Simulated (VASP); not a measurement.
# BaS (P1) in VASP: single point with r2SCAN

Aim: the single point of BaS with r2SCAN.

Program: VASP 6.6.1. These are calculated values, not measurements. Logs are shortened: lines on timing, memory, paths and dates and some standing lists are left out, and cuts for length are marked.

### Step 1. The cell of the first run

The typed cell holds 2 atoms: a = 4.289 Å, b = 4.324 Å, c = 3.960 Å, α = 90.61°, β = 89.13°, γ = 119.13°.

### Step 2. Single point, r2SCAN (atoms moved at random and the cell strained at random)

POSCAR reads:

```
BaS
1.0
    4.2886527483      0.0226431525      0.0328444751
   -2.1247168288      3.7654046744     -0.0233328709
    0.0299422649     -0.0072746072      3.9597162118
Ba S
1 1
Direct
   -0.0140606595      0.0155759645     -0.0159989729
    0.6807273262      0.3177573688      0.5159989729
```

INCAR.step1 reads:

```
ALGO = Normal ; EDIFF = 1E-4
ENCUT = 520 ; GGA = PE
ISMEAR = 0 ; LASPH = True
LCHARG = False ; LREAL = False
LWAVE = True ; NBANDS = 15
NELM = 100 ; PREC = Accurate
SIGMA = 0.05
```

INCAR.step2 reads:

```
ALGO = Normal ; EDIFF = 1E-7
ENCUT = 520 ; ISIF = 2
ISMEAR = 0 ; ISTART = 1
LASPH = True ; LCHARG = True
LELF = True ; LMIXTAU = True
LREAL = False ; LVHAR = True
LWAVE = False ; METAGGA = R2SCAN
NBANDS = 15 ; NELM = 100
PREC = Accurate ; SIGMA = 0.05
```

KPOINTS reads:

```
k-points
0
Gamma
  6 6 6
```

Potentials or basis: VASP PAW PBE potentials, release 64 (Ba_sv, S).

Started as:

```sh
> cat potpaw_PBE.64/Ba_sv/POTCAR potpaw_PBE.64/S/POTCAR > POTCAR
> cp INCAR.step1 INCAR
> mpirun -np 1 vasp_std > vasp.out
> cp INCAR.step2 INCAR
> mpirun -np 1 vasp_std > vasp.out
```

OUTCAR:

```text
EDIFF = 1E-7
   ENCUT = 520
   ISIF = 2
   ISMEAR = 0
   ISTART = 1
   LASPH = True
   LREAL = False
   METAGGA = R2SCAN
   NELM = 100
   PREC = Accurate

 ion  position               nearest neighbor table
   1  0.986  0.016  0.984-   2 2.94   2 3.06   2 3.18   2 3.22   2 3.37   2 3.39
   2  0.681  0.318  0.516-   1 2.94   1 3.06   1 3.18   1 3.22   1 3.37   1 3.39

  LATTYP: Found a triclinic cell.
 ALAT       =     4.2888382888
 B/A-ratio  =     1.0080976464
 C/A-ratio  =     0.9232887400
 COS(alpha) =     0.0107123588
 COS(beta)  =     0.0152093615
 COS(gamma) =     0.4868488354

  Lattice vectors:

 A1 = (  -4.2886527483,  -0.0226431525,  -0.0328444751)
 A2 = (  -2.1247168288,   3.7654046744,  -0.0233328709)
 A3 = (  -0.0299422649,   0.0072746072,  -3.9597162118)

Analysis of symmetry for initial positions (statically):
=====================================================================
 Subroutine PRICEL returns:
 Original cell was already a primitive cell.

 Routine SETGRP: Setting up the symmetry group for a
 triclinic supercell.

 Subroutine GETGRP returns: Found  1 space group operations
 (whereof  1 operations were pure point group operations)
 out of a pool of  2 trial point group operations.

The static configuration has the point symmetry C_1 .

Analysis of symmetry for dynamics (positions and initial velocities):
=====================================================================
 Subroutine PRICEL returns:
 Original cell was already a primitive cell.

 Routine SETGRP: Setting up the symmetry group for a
 triclinic supercell.

 Subroutine GETGRP returns: Found  1 space group operations
 (whereof  1 operations were pure point group operations)
 out of a pool of  2 trial point group operations.

The dynamic configuration has the point symmetry C_1 .

 Subroutine INISYM returns: Found  1 space group operations
 (whereof  1 operations are pure point group operations),
 and found     1 'primitive' translations

----------------------------------------------------------------------------------------

                                     Primitive cell

  volume of cell :      64.1301

  direct lattice vectors                    reciprocal lattice vectors
     4.288652748  0.022643152  0.032844475     0.232492477  0.131179866 -0.001517045
    -2.124716829  3.765404674 -0.023332871    -0.001401828  0.264787771  0.000497056
     0.029942265 -0.007274607  3.959716212    -0.001936705  0.000472187  0.252558863

  length of vectors
     4.288838289  4.323567785  3.959836100     0.266951701  0.264791948  0.252566730

  position of ions in fractional coordinates (direct lattice)
     0.985939341  0.015575965  0.984001027
     0.680727326  0.317757369  0.515998973

  ion indices of the primitive-cell ions
   primitive index   ion index
                 1           1
                 2           2

----------------------------------------------------------------------------------------

 KPOINTS: k-points

Automatic generation of k-mesh.
 Grid dimensions read from file:
 generate k-points for:    6    6    6

 Generating k-lattice:

  Cartesian coordinates                     Fractional coordinates (reciprocal lattice)
     0.038748746  0.021863311 -0.000252841     0.166666667  0.000000000  0.000000000
    -0.000233638  0.044131295  0.000082843    -0.000000000  0.166666667  0.000000000
    -0.000322784  0.000078698  0.042093144     0.000000000 -0.000000000  0.166666667

  Length of vectors
     0.044491950  0.044131991  0.042094455

  Shift w.r.t. Gamma in fractional coordinates (k-lattice)
     0.000000000  0.000000000  0.000000000

 Subroutine IBZKPT returns following result:
 ===========================================

 Found    112 irreducible k-points:

 Following reciprocal coordinates:
            Coordinates               Weight
  0.000000  0.000000  0.000000      1.000000
  0.166667 -0.000000 -0.000000      2.000000
  0.333333  0.000000 -0.000000      2.000000
  0.500000  0.000000 -0.000000      1.000000
  0.000000  0.166667  0.000000      2.000000
  0.166667  0.166667 -0.000000      2.000000
[... 16 lines left out ...]
  0.333333 -0.000000  0.166667      2.000000
  0.500000 -0.000000  0.166667      2.000000
 [... further k-points ...]
   k-points           NKPTS =    112   k-points in BZ     NKDIM =    112   number of bands    NBANDS=     15
   number of dos      NEDOS =    301   number of ions     NIONS =      2
   total plane-waves  NPLWV =  30720
   dimension x,y,z NGX =    32 NGY =   32 NGZ =   30
   dimension x,y,z NGXF=    64 NGYF=   64 NGZF=   60
   ions per type =               1   1
   NGX,Y,Z   is equivalent  to a cutoff of  12.40, 12.30, 12.59 a.u.
   NGXF,Y,Z  is equivalent  to a cutoff of  24.81, 24.61, 25.19 a.u.
 SYSTEM =  unknown system
   PREC   = accura    normal or accurate (medium, high low for compatibility)
   ISTART =      1    job   : 0-new  1-cont  2-samecut
   ICHARG =      0    charge: 1-file 2-atom 10-const
   ISPIN  =      1    spin polarized calculation?
   LNONCOLLINEAR =      F non collinear calculations
   LSORBIT =      F    spin-orbit coupling
   LASPH  =      T    aspherical Exc in radial PAW
   ENCUT  =  520.0 eV  38.22 Ry    6.18 a.u.   7.97  8.04  7.36*2*pi/ulx,y,z
   NELM   =    100;   NELMIN=  2; NELMDL=  0     # of ELM steps
   EDIFF  = 0.1E-06   stopping-criterion for ELM
   LREAL  =      F    real-space projection
   EDIFFG = 0.1E-05   stopping-criterion for IOM
   NSW    =      0    number of steps for IOM
   IBRION =     -1    ionic relax: 0-MD 1-quasi-New 2-CG
   NFREE  =      0    steps in history (QN), initial steepest desc. (CG)
   ISIF   =      2    stress and relaxation
   ISYM   =      2    0-nonsym 1-usesym 2-fastsym
   POTIM  = 0.5000    time-step for ionic-motion
   TEBEG  =    0.0;   TEEND  =   0.0 temperature during run
   PSTRESS=    0.0 pullay stress
   NELECT =      16.0000    total number of electrons
   NUPDOWN=      -1.0000    fix difference up-down
   EMIN   =  10.00;   EMAX   =-10.00  energy-range for DOS
   EFERMI =   0.00;   METHOD = LEGACY
   ISMEAR =     0;   SIGMA  =   0.05  broadening in eV -4-tet -1-fermi 0-gaus
   EFERMI_NEDOS =   21; number of points for ismear=-14 and -15
   IALGO  =     38    algorithm
   IMIX   =      4    mixing-type and parameters
     AMIX     =   0.40;   BMIX     =  1.00
     AMIX_MAG =   1.60;   BMIX_MAG =  1.00
  volume/ion in A,a.u.               =      32.07       216.39
  Fermi-wavevector in a.u.,A,eV,Ry     =   1.030610  1.947570 14.451513  1.062156
  Thomas-Fermi vector in A             =   2.164716
   LORBIT       =      0    0 simple, 1 ext, 2 COOP (PROOUT), +10 PAW based schemes
   METAGGA = R2SCAN    functional components
   LHFCALC =     F    Hartree Fock is set to
   AEXX    =    0.0000 exact exchange contribution
   IVDW    =     0    specifies the selected vdW correction
   LEPSILON=     F    determine dielectric tensor
   LRPA    =     F    only Hartree local field effects (RPA)
 non-spin polarized calculation
 Gauss-broadening in eV      SIGMA  =   0.05
  energy-cutoff  :      520.00
  volume of cell :       64.13
 maximum number of plane-waves:      1742
   NGX = 15   NGY = 17   NGZ = 15

 number of electron      16.0000001 magnetization

 Free energy of the ion-electron system (eV)
  ---------------------------------------------------
  ext. energy  EPLUGINS =         0.00000000
  ---------------------------------------------------
  free energy    TOTEN  =       -38.79157881 eV

  energy without entropy =      -38.79157881  energy(sigma->0) =      -38.79157881

 E-fermi :   1.8876     XC(G=0):  -9.1164

 val. band max:        1.6679956576   @ k =   0.0000   0.0000   0.0000
 cond. band min:       4.1965067382   @ k =   0.0000   0.0000   0.0000
 fundamental gap:      2.5285110806
 Fermi energy:         1.8875523566

 k-point     1 :       0.0000    0.0000    0.0000
  band No.  band energies     occupation
      1     -25.6266      2.00000
      2     -10.3782      2.00000
      3     -10.2720      2.00000
      4     -10.1425      2.00000
      5      -9.3105      2.00000
      6       0.7999      2.00000
      7       1.0369      2.00000
      8       1.6680      2.00000
      9       4.1965      0.00000
     10       5.3733      0.00000
     11       7.6358      0.00000
     12       8.2369      0.00000
     13       8.6500      0.00000
     14       9.1333      0.00000
     15      11.1806      0.00000

 k-point     2 :       0.1667   -0.0000   -0.0000
  band No.  band energies     occupation
      1     -25.6137      2.00000
      2     -10.7422      2.00000
      3     -10.3216      2.00000
      4     -10.1085      2.00000
      5      -8.9662      2.00000
      6       0.4513      2.00000
      7       1.0575      2.00000
      8       1.5367      2.00000
      9       4.4442      0.00000
     10       6.2440      0.00000
     11       7.3336      0.00000
     12       8.0536      0.00000
     13       8.4758      0.00000
     14       9.1607      0.00000
     15      11.2001      0.00000

 k-point     3 :       0.3333    0.0000   -0.0000
  band No.  band energies     occupation
      1     -25.5875      2.00000
      2     -11.2202      2.00000
      3     -10.3903      2.00000
      4     -10.0555      2.00000
      5      -8.5444      2.00000
      6      -0.0501      2.00000
      7       1.1630      2.00000
      8       1.2511      2.00000
      9       4.6158      0.00000
     10       7.0628      0.00000
     11       7.9024      0.00000
     12       8.2261      0.00000
     13       8.6257      0.00000
     14       9.0023      0.00000
     15      11.5895      0.00000
[... 343 lines left out ...]
 k-point    23 :       0.3333   -0.0000    0.1667
  band No.  band energies     occupation
      1     -25.5713      2.00000
      2     -11.1459      2.00000
      3     -10.3861      2.00000
      4     -10.2930      2.00000
      5      -8.5037      2.00000
      6      -0.0586      2.00000
      7       0.8633      2.00000
      8       1.2092      2.00000
      9       5.0059      0.00000
     10       7.0626      0.00000
     11       7.5781      0.00000
     12       8.0504      0.00000
     13       9.2048      0.00000
     14       9.6546      0.00000
     15      11.5115      0.00000

 k-point    24 :       0.5000   -0.0000    0.1667
  band No.  band energies     occupation
      1     -25.5584      2.00000
      2     -11.2995      2.00000
      3     -10.4030      2.00000
      4     -10.2676      2.00000
      5      -8.4399      2.00000
      6      -0.2134      2.00000
      7       0.7945      2.00000
      8       1.2209      2.00000
      9       4.9246      0.00000
     10       7.1324      0.00000
     11       8.2843      0.00000
     12       8.4462      0.00000
     13       9.4032      0.00000
     14       9.9302      0.00000
     15      11.7466      0.00000

 [... further k-points ...]

------------------------ aborting loop because EDIFF is reached ----------------------------------------

  FORCE on cell =-STRESS in cart. coord.  units (eV):
  Direction    XX          YY          ZZ          XY          YZ          ZX
  --------------------------------------------------------------------------------------
  -------------------------------------------------------------------------------------
  Total        1.4271790      0.4857635      1.2579709     -0.6288353     -0.1501999      0.1825676
  in kB       35.6555516     12.1359453     31.4281855    -15.7103422     -3.7524792      4.5611285
  external PRESSURE =      26.4065608 kB  Pullay stress =       0.0000000 kB

 VOLUME and BASIS-vectors are now :
 -----------------------------------------------------------------------------
  energy-cutoff  :      520.00
  volume of cell :       64.13
      direct lattice vectors                 reciprocal lattice vectors
     4.288652748  0.022643152  0.032844475     0.232492477  0.131179866 -0.001517045
    -2.124716829  3.765404674 -0.023332871    -0.001401828  0.264787771  0.000497056
     0.029942265 -0.007274607  3.959716212    -0.001936705  0.000472187  0.252558863

 POSITION                                       TOTAL-FORCE (eV/Angst)
 -----------------------------------------------------------------------------------
      4.22472      0.07382      3.92838         0.689715     -0.445988      0.344613
      2.25971      1.20815      2.05815        -0.689715      0.445988     -0.344613
 -----------------------------------------------------------------------------------
    total drift:                               -0.000328      0.000020     -0.000020

  FREE ENERGIE OF THE ION-ELECTRON SYSTEM (eV)
  ---------------------------------------------------
  free  energy   TOTEN  =       -38.7915788094 eV

  energy  without entropy=      -38.7915788094  energy(sigma->0) =      -38.79157881
```

It took 4.2 min on 1 thread of Intel Xeon Platinum 8259CL at 2.50GHz (Skylake/Cascade Lake), shared host; peak memory 0.26 GiB.

Results:

```
Free energy            : -38.7916 eV
Pressure               : 2.6 GPa
Largest force          : 0.891 eV/Å
Band gap on the k mesh : 2.53 eV
```

Forces in eV/Å, atoms in the order of the input:
```
Ba   0.690 -0.446  0.345
S   -0.690  0.446 -0.345
```

Stress tensor (GPa, compression positive):
```
 3.57 -1.57  0.46
-1.57  1.21 -0.38
 0.46 -0.38  3.14
```

Levels at points of the mesh, in eV from the valence-band top:
```
           k point  band 6  band 7  band 8  band 9  band 10  band 11
(0.00, 0.00, 0.00)   -0.87   -0.63    0.00    2.53     3.71     5.97
(0.50, 0.00, 0.00)   -1.88   -0.59   -0.45    2.79     6.07     6.31
(0.00, 0.50, 0.00)   -1.90   -0.57   -0.42    2.78     6.11     6.33
(0.50, 0.50, 0.00)   -2.00   -0.81   -0.36    2.55     5.99     6.51
(0.00, 0.00, 0.50)   -2.32   -0.85   -0.38    4.27     4.44     4.92
(0.50, 0.00, 0.50)   -1.64   -1.28   -1.21    4.15     5.52     7.47
(0.00, 0.50, 0.50)   -1.65   -1.27   -1.19    4.11     5.51     7.43
(0.50, 0.50, 0.50)   -1.38   -1.11   -0.96    3.93     5.68     7.62
```

Caveat: the cell differs from its parent crystal (atoms moved at random and the cell strained at random); the PAW data sets were made with another functional, which shifts forces and pressure a little; spin-orbit coupling is left out, which moves the levels of the heavy elements. A k mesh can miss the band edges.
